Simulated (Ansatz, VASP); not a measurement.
**One calculation of AsH3, two programs**

The input POSCAR:

```
AsH3
1.0
   12.5572003111      0.0000000000      0.0000000000
    0.0000000000     13.0572003111      0.0000000000
    0.0000000000      0.0000000000     13.5572003111
As H
1 3
Direct
    0.5262628400      0.5096004700      0.4578352900
    0.5290580700      0.4128441100      0.5217632200
    0.5511202500      0.5766399000      0.5477206000
    0.4063777000      0.5214262000      0.4756737900
```

Contents of INCAR.step1:

```
PREC = Accurate ; ENCUT = 400
EDIFF = 1E-5 ; ISMEAR = 0
SIGMA = 0.005 ; LREAL = F
LASPH = T ; NELM = 120
ALGO = Normal ; ISIF = 2
LWAVE = T ; LCHARG = F
NBANDS = 12 ; GGA = PE
GGA_COMPAT = F ; NELMDL = -8
```

Contents of INCAR.step2:

```
PREC = Accurate ; ENCUT = 400
EDIFF = 1E-6 ; ISMEAR = 0
SIGMA = 0.005 ; LREAL = F
LASPH = T ; NELM = 120
ALGO = Normal ; ISIF = 2
LWAVE = F ; LCHARG = F
GGA = PE ; LHFCALC = T
HFSCREEN = 0.2079 ; PRECFOCK = Normal
IVDW = 12 ; NBANDS = 12
ISTART = 1 ; VDW_S6 = 1.0
VDW_S8 = 2.31 ; VDW_A1 = 0.383
VDW_A2 = 5.685 ; GGA_COMPAT = F
```

File KPOINTS:

```
regular mesh
0
Gamma
  1 1 1
```

Input for Ansatz:

```yaml
crystal:
  lattice:
    - [12.5572003111, 0.0, 0.0]
    - [0.0, 13.0572003111, 0.0]
    - [0.0, 0.0, 13.5572003111]
  atoms:
    - { symbol: As, position: [0.52626284, 0.50960047, 0.45783529] }
    - { symbol: H, position: [0.52905807, 0.41284411, 0.52176322] }
    - { symbol: H, position: [0.55112025, 0.5766399, 0.5477206] }
    - { symbol: H, position: [0.4063777, 0.5214262, 0.47567379] }
hamiltonian:
  xc: hse06
  dispersion: d3bj
kpoints:
  mp_grid: { grid: [1, 1, 1] }
scf:
  occupations: { method: gaussian, width: 0.005 }
  max_iter: 140
  lower_state_search: "off"
output:
  forces: false
```

Alike in both runs: task single point; functional HSE06; dispersion D3(BJ); k mesh 1 × 1 × 1; occupations gaussian, width 0.005 eV; no spin polarisation.

|  | VASP | Ansatz |
| --- | --- | --- |
| version | VASP 6.6.1 | Ansatz 0.2.0 |
| potentials or method | VASP PAW PBE potentials, release 64 (As, H) | scalar-relativistic, plane waves, PAW |
| plane-wave cutoff (eV) | 400 | 420 |
| valence electrons in the cell | 8 | 18 |

|  | VASP | Ansatz | Ansatz less VASP |
| --- | --- | --- | --- |
| gap on the k mesh at the Fermi level (eV) | 6.85 | 6.90 | +0.048 |

VASP's potentials hold 8 valence electrons a cell and Ansatz's 18, so a difference there can come from the potentials and not from the codes.
